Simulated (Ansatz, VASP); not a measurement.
One calculation of B3C2Br, two programs

INCAR

```
SYSTEM = B3C2Br
PREC     = Accurate       ! precision mode
ENCUT    = 520            ! plane-wave cutoff, eV
EDIFF    = 1E-6           ! SCF threshold, eV
ISMEAR   = 0              ! smearing method
SIGMA    = 0.1            ! smearing width, eV
LREAL    = .False.        ! projectors in reciprocal space
LASPH    = .True.         ! aspherical terms in the spheres
NELM     = 60             ! most SCF steps
ALGO     = Normal         ! electronic algorithm
ISIF     = 2              ! what is computed and relaxed
LWAVE    = .False.        ! write WAVECAR
LCHARG   = .True.         ! write CHGCAR
GGA      = PE             ! functional
LELF     = .True.         ! ELF
LVHAR    = .True.       
NBANDS   = 21             ! bands
```

File KPOINTS:

```
Automatic mesh
0
Gamma
  6 6 6
  0 0 0
```

POSCAR

```
B3C2Br
1.0
   -1.8789165300      1.8789165300      4.7633117600
    1.8789165300     -1.8789165300      4.7633117600
    1.8789165300      1.8789165300     -4.7633117600
B C Br
3 2 1
Direct
    0.7500000000      0.2500000000      0.5000000000
    0.5000000000      0.5000000000      0.0000000000
    0.2500000000      0.7500000000      0.5000000000
    0.6907110200      0.6907110200      0.0000000000
    0.3092889800      0.3092889800      0.0000000000
    0.0000000000      0.0000000000      0.0000000000
```

Input for Ansatz:

```yaml
crystal:
  lattice:
    - [-1.87891653, 1.87891653, 4.76331176]
    - [1.87891653, -1.87891653, 4.76331176]
    - [1.87891653, 1.87891653, -4.76331176]
  atoms:
    - { symbol: B, position: [0.75, 0.25, 0.5] }
    - { symbol: B, position: [0.5, 0.5, 0.0] }
    - { symbol: B, position: [0.25, 0.75, 0.5] }
    - { symbol: C, position: [0.69071102, 0.69071102, 0.0] }
    - { symbol: C, position: [0.30928898, 0.30928898, 0.0] }
    - { symbol: Br, position: [0.0, 0.0, 0.0] }
basis:
  ecutwfc: 420
kpoints:
  mp_grid: { grid: [6, 6, 6] }
hamiltonian:
  xc: pbe
scf:
  occupations: { method: gaussian, width: 0.1 }
  lower_state_search: "off"
output:
  forces: true
  stress: true
  eigenvalues: true
```

Change from the starting cell: species swapped into the CsLi2F3 type (I4/mmm, No. 139).

Alike in both runs: task single point; functional PBE; k mesh 6 × 6 × 6; occupations gaussian, width 0.1 eV; no spin polarisation.

|  | VASP | Ansatz |
| --- | --- | --- |
| version | VASP 6.6.1 | Ansatz 0.2.0 |
| potentials or method | VASP PAW PBE potentials, release 64 (B, C, Br), cutoff 520 eV | scalar-relativistic, plane waves, PAW |
| valence electrons in the cell | 24 | 24 |

|  | VASP | Ansatz | Ansatz less VASP |
| --- | --- | --- | --- |
| gap on the k mesh at the Fermi level (eV) | none | none | - |
| rms of the force components (eV/Å) | 1.026 | 1.025 | -0.0008 |

Atom by atom the forces differ by 0.001 eV/Å (rms over components). A gap of «none» marks a metal or a gap that the smearing closes.

The k mesh is coarse, so the values compare programs but aren't converged.
